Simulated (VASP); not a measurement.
# Tl2Ga (I4/mmm) in VASP: notebook

Tl2Ga is run at these levels: PBE; tasks: single point, relaxation of cell and atoms.

All numbers are computed with VASP 6.6.1; they aren't measurements. Logs are shortened: lines on timing, memory, paths and dates and some standing lists are left out, and cuts for length are marked.

## (1) The cell of the first run

The structure is tetragonal, space group I4/mmm (No. 139). Conventional cell: a = 3.753 Å, b = 3.753 Å, c = 11.712 Å, α = 90.00°, β = 90.00°, γ = 90.00°. Within 4.2 Å of Tl (site symmetry 4mm) lie 5 Ga at 3.20 to 4.06 Å and 9 Tl at 3.49 to 3.75 Å. Ga (site symmetry 4/mmm) has 10 Tl at 3.20 to 4.06 Å and 4 Ga at 3.75 Å within 4.2 Å.

## (2) Single point, PBE

INCAR

```
PREC = Accurate
ENCUT = 520
EDIFF = 1E-7
ISMEAR = 0
SIGMA = 0.1
LREAL = False
LASPH = True
NELM = 60
ALGO = Normal
ISIF = 2
LWAVE = False
LCHARG = False
GGA = PE
NBANDS = 26
```

KPOINTS

```
regular mesh
0
Gamma
  6 6 6
```

POSCAR

```
Tl2Ga
1.0
   -1.8764884509      1.8764884509      5.8560251499
    1.8764884509     -1.8764884509      5.8560251499
    1.8764884509      1.8764884509     -5.8560251499
Tl Ga
2 1
Direct
    0.6532537294      0.6532537294      0.0000000000
    0.3467462706      0.3467462706      0.0000000000
    0.0000000000      0.0000000000      0.0000000000
```

Potentials or basis: VASP PAW PBE potentials, release 64 (Tl_d, Ga_d).

Launch:

```
$ cat potpaw_PBE.64/Tl_d/POTCAR potpaw_PBE.64/Ga_d/POTCAR > POTCAR
$ mpirun -np 1 vasp_std > vasp.out
```

OUTCAR:

```text
PREC = Accurate
   ENCUT = 520
   EDIFF = 1E-7
   ISMEAR = 0
   LREAL = False
   LASPH = True
   NELM = 60
   ISIF = 2
   GGA = PE

 ion  position               nearest neighbor table
   1  0.653  0.653  0.000-   3 3.20   3 3.20   3 3.20   3 3.20   2 3.49   2 3.49   2 3.49   2 3.49
                             2 3.59
   2  0.347  0.347  0.000-   3 3.20   3 3.20   3 3.20   3 3.20   1 3.49   1 3.49   1 3.49   1 3.49
                             1 3.59
   3  0.000  0.000  0.000-   1 3.20   1 3.20   1 3.20   2 3.20   1 3.20   2 3.20   2 3.20   2 3.20

  LATTYP: Found a body centered tetragonal cell.
 ALAT       =     3.7529769018
 C/A-ratio  =     3.1207360467

  Lattice vectors:

 A1 = (  -1.8764884509,   1.8764884509,   5.8560251499)
 A2 = (   1.8764884509,  -1.8764884509,   5.8560251499)
 A3 = (   1.8764884509,   1.8764884509,  -5.8560251499)

Analysis of symmetry for initial positions (statically):
=====================================================================
 Subroutine PRICEL returns:
 Original cell was already a primitive cell.

 Routine SETGRP: Setting up the symmetry group for a
 body centered tetragonal supercell.

 Subroutine GETGRP returns: Found 16 space group operations
 (whereof 16 operations were pure point group operations)
 out of a pool of 16 trial point group operations.

The static configuration has the point symmetry D_4h.

Analysis of symmetry for dynamics (positions and initial velocities):
=====================================================================
 Subroutine PRICEL returns:
 Original cell was already a primitive cell.

 Routine SETGRP: Setting up the symmetry group for a
 body centered tetragonal supercell.

 Subroutine GETGRP returns: Found 16 space group operations
 (whereof 16 operations were pure point group operations)
 out of a pool of 16 trial point group operations.

The dynamic configuration has the point symmetry D_4h.

 Subroutine INISYM returns: Found 16 space group operations
 (whereof 16 operations are pure point group operations),
 and found     1 'primitive' translations

----------------------------------------------------------------------------------------

                                     Primitive cell

  volume of cell :      82.4812

  direct lattice vectors                    reciprocal lattice vectors
    -1.876488451  1.876488451  5.856025150     0.000000000  0.266455144  0.085382147
[... 87 lines left out ...]
   NELM   =     60;   NELMIN=  2; NELMDL= -5     # of ELM steps
   EDIFF  = 0.1E-06   stopping-criterion for ELM
   LREAL  =      F    real-space projection
   EDIFFG = 0.1E-05   stopping-criterion for IOM
   NSW    =      0    number of steps for IOM
   IBRION =     -1    ionic relax: 0-MD 1-quasi-New 2-CG
   NFREE  =      0    steps in history (QN), initial steepest desc. (CG)
   ISIF   =      2    stress and relaxation
   ISYM   =      2    0-nonsym 1-usesym 2-fastsym
   POTIM  = 0.5000    time-step for ionic-motion
   TEBEG  =    0.0;   TEEND  =   0.0 temperature during run
   PSTRESS=    0.0 pullay stress
   NELECT =      39.0000    total number of electrons
   NUPDOWN=      -1.0000    fix difference up-down
   EMIN   =  10.00;   EMAX   =-10.00  energy-range for DOS
   EFERMI =   0.00;   METHOD = LEGACY
   ISMEAR =     0;   SIGMA  =   0.10  broadening in eV -4-tet -1-fermi 0-gaus
   EFERMI_NEDOS =   21; number of points for ismear=-14 and -15
   IALGO  =     38    algorithm
   IMIX   =      4    mixing-type and parameters
     AMIX     =   0.40;   BMIX     =  1.00
     AMIX_MAG =   1.60;   BMIX_MAG =  1.00
  volume/ion in A,a.u.               =      27.49       185.54
  Fermi-wavevector in a.u.,A,eV,Ry     =   1.275395  2.410148 22.131686  1.626633
  Thomas-Fermi vector in A             =   2.408110
   LORBIT       =      0    0 simple, 1 ext, 2 COOP (PROOUT), +10 PAW based schemes
   GGA     = PE    functional components
   LHFCALC =     F    Hartree Fock is set to
   AEXX    =    0.0000 exact exchange contribution
   IVDW    =     0    specifies the selected vdW correction
   LEPSILON=     F    determine dielectric tensor
   LRPA    =     F    only Hartree local field effects (RPA)
 non-spin polarized calculation
 Gauss-broadening in eV      SIGMA  =   0.10
  energy-cutoff  :      520.00
  volume of cell :       82.48
 maximum number of plane-waves:      2256
   NGX = 23   NGY = 23   NGZ = 23

 number of electron      38.9999999 magnetization

 Free energy of the ion-electron system (eV)
  ---------------------------------------------------
  ext. energy  EPLUGINS =         0.00000000
  ---------------------------------------------------
  free energy    TOTEN  =        -7.15581820 eV

  energy without entropy =       -7.14855071  energy(sigma->0) =       -7.15218445

 E-fermi :   5.5456     XC(G=0): -10.0150

 val. band max:        5.5320865880   @ k =   0.5000   0.5000   0.3333
 cond. band min:       5.5715564552   @ k =  -0.3333   0.5000   0.1667
 fundamental gap:      0.0394698671
 Fermi energy:         5.5455682821

 k-point     1 :       0.0000    0.0000    0.0000
  band No.  band energies     occupation
      1      -9.3590      2.00000
      2      -9.3452      2.00000
      3      -9.3379      2.00000
      4      -9.3379      2.00000
      5      -9.3305      2.00000
      6      -6.0697      2.00000
[... 685 lines left out ...]
     25      11.7079      0.00000
     26      13.0434      0.00000

 [... further k-points ...]

------------------------ aborting loop because EDIFF is reached ----------------------------------------

  FORCE on cell =-STRESS in cart. coord.  units (eV):
  Direction    XX          YY          ZZ          XY          YZ          ZX
  --------------------------------------------------------------------------------------
  -------------------------------------------------------------------------------------
  Total       -0.0329866     -0.0329866     -0.0046036      0.0000000     -0.0000000      0.0000000
  in kB       -0.6407569     -0.6407569     -0.0894232      0.0000000     -0.0000000      0.0000000
  external PRESSURE =      -0.4569790 kB  Pullay stress =       0.0000000 kB

 VOLUME and BASIS-vectors are now :
 -----------------------------------------------------------------------------
  energy-cutoff  :      520.00
  volume of cell :       82.48
      direct lattice vectors                 reciprocal lattice vectors
    -1.876488451  1.876488451  5.856025150     0.000000000  0.266455144  0.085382147
     1.876488451 -1.876488451  5.856025150     0.266455144  0.000000000  0.085382147
     1.876488451  1.876488451 -5.856025150     0.266455144  0.266455144  0.000000000

 POSITION                                       TOTAL-FORCE (eV/Angst)
 -----------------------------------------------------------------------------------
      0.00000      0.00000      7.65094        -0.000000     -0.000000      0.010855
      0.00000      0.00000      4.06111        -0.000000     -0.000000     -0.010855
      0.00000      0.00000      0.00000         0.000000      0.000000      0.000000
 -----------------------------------------------------------------------------------
    total drift:                                0.000000      0.000000     -0.000000

  FREE ENERGIE OF THE ION-ELECTRON SYSTEM (eV)
  ---------------------------------------------------
  free  energy   TOTEN  =        -7.1558182009 eV

  energy  without entropy=       -7.1485507080  energy(sigma->0) =       -7.15218445
```

OSZICAR:

```text
N       E                     dE             d eps       ncg     rms          rms(c)
DAV:   1     0.267487296969E+03    0.26749E+03   -0.20125E+04  1696   0.190E+03
DAV:   2     0.117007618894E+02   -0.25579E+03   -0.24904E+03  1588   0.437E+02
DAV:   3    -0.687054987468E+01   -0.18571E+02   -0.18383E+02  1804   0.100E+02
DAV:   4    -0.722893604421E+01   -0.35839E+00   -0.35803E+00  1754   0.139E+01
DAV:   5    -0.723535564064E+01   -0.64196E-02   -0.64191E-02  1970   0.194E+00    0.313E+00
DAV:   6    -0.716691387986E+01    0.68442E-01   -0.14301E-01  1714   0.277E+00    0.221E+00
DAV:   7    -0.715670609849E+01    0.10208E-01   -0.53589E-02  1950   0.164E+00    0.870E-01
DAV:   8    -0.715581432771E+01    0.89177E-03   -0.47611E-03  1648   0.506E-01    0.756E-02
DAV:   9    -0.715581077823E+01    0.35495E-05   -0.18573E-04  1752   0.764E-02    0.165E-02
DAV:  10    -0.715581858892E+01   -0.78107E-05   -0.20956E-05  1826   0.317E-02    0.116E-02
DAV:  11    -0.715581831107E+01    0.27785E-06   -0.13409E-06  1828   0.738E-03    0.205E-03
DAV:  12    -0.715581818203E+01    0.12904E-06   -0.15884E-07  1218   0.273E-03    0.298E-04
DAV:  13    -0.715581820092E+01   -0.18893E-07   -0.18640E-08   892   0.113E-03
   1 F= -.71558182E+01 E0= -.71521845E+01  d E =-.726749E-02
```

stdout:

```text
POSCAR found type information on POSCAR TlGa
 POSCAR found :  2 types and       3 ions
 scaLAPACK will be used
 LDA part: xc-table for (Slater+PW92), standard interpolation
 POSCAR, INCAR and KPOINTS ok, starting setup
 FFT: planning ... GRIDC
 FFT: planning ... GRID_SOFT
 FFT: planning ... GRID
 WAVECAR not read
 entering main loop
```

Run time: 47 s. Hardware: 1 thread of Intel Xeon 6975P-C (Granite Rapids), shared host; peak memory 0.34 GiB.

Results:

- Free energy: -7.1558 eV
- Pressure: 0.0 GPa
- Largest force: 0.011 eV/Å
- Band gap on the k mesh: zero (an odd number of electrons rules out a gap without spin polarisation)

Forces on the atoms (eV/Å):
```
Tl   0.000  0.000  0.011
Tl   0.000  0.000 -0.011
Ga   0.000  0.000  0.000
```

Levels at points of the mesh, in eV from the Fermi level:
```
           k point  band 16  band 17  band 18  band 19  band 20  band 21  band 22  band 23
(0.00, 0.00, 0.00)    -9.78    -5.40    -4.69     2.24     2.51     2.51     3.01     3.73
(0.50, 0.00, 0.00)    -6.80    -6.35    -4.91    -2.68     0.89     1.46     4.41     5.32
(0.50, 0.50, 0.00)    -4.93    -4.02    -4.00    -2.64    -1.47    -0.82     1.53     1.71
(0.50, 0.50, 0.50)    -8.75    -8.39    -1.29     1.06     1.58     1.58     5.26     5.96
```

Caveat: spin-orbit coupling is left out, which moves the levels of the heavy elements.

[end of part 1 of 2]
